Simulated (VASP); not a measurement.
Here is a VASP 6.6.1 calculation.

File INCAR:

```
  ALGO = Normal
  EDIFF = 1E-6
  ENCUT = 520
  GGA = PE
  ISIF = 2
  ISMEAR = 0
  LASPH = True
  LCHARG = True
  LELF = True
  LREAL = False
  LVHAR = True
  LWAVE = False
  NBANDS = 44
  NELM = 80
  PREC = Accurate
  SIGMA = 0.01
```

File KPOINTS:

```
k-points
0
Gamma
  12 12 2
```

The input POSCAR:

```
Ge2Sb2Te5
1.0
    4.2682975321      0.0000000000      0.0000000000
   -2.1341487660      3.6964540937      0.0000000000
    0.0000000000      0.0000000000     18.0054832178
Ge Sb Te
2 2 5
Direct
    0.0000000000      0.0000000000      0.3324758521
    0.0000000000      0.0000000000      0.6675241479
    0.3333333333      0.6666666667      0.1124286003
    0.6666666667      0.3333333333      0.8875713997
    0.0000000000      0.0000000000      0.0000000000
    0.3333333333      0.6666666667      0.7907980481
    0.6666666667      0.3333333333      0.2092019519
    0.3333333333      0.6666666667      0.4109389422
    0.6666666667      0.3333333333      0.5890610578
```

Potentials or basis: VASP PAW PBE potentials, release 64 (Ge_d, Sb, Te).

Run with:

```sh
$ cat potpaw_PBE.64/Ge_d/POTCAR potpaw_PBE.64/Sb/POTCAR potpaw_PBE.64/Te/POTCAR > POTCAR
$ mpirun -np 1 vasp_std > vasp.out
```

Question: What does it give for the largest force?

Answer: 0.023 eV/Å.

Question: What does it give for the pressure?

Answer: 0.0 GPa.

Question: Estimate the band gap on the k mesh.

Answer: 0.04 eV.

Forces in eV/Å, atoms in the order of the input:
```
Ge   0.000  0.000 -0.012
Ge   0.000  0.000  0.012
Sb   0.000  0.000 -0.023
Sb   0.000  0.000  0.023
Te   0.000  0.000  0.000
Te   0.000  0.000 -0.012
Te   0.000  0.000  0.012
Te   0.000  0.000  0.016
Te   0.000  0.000 -0.016
```

Caveat: spin-orbit coupling is left out, which moves the levels of the heavy elements; this functional lacks dispersion, which binds the layers, so the pressure and a relaxed spacing across them are unreliable. A k mesh can miss the band edges.
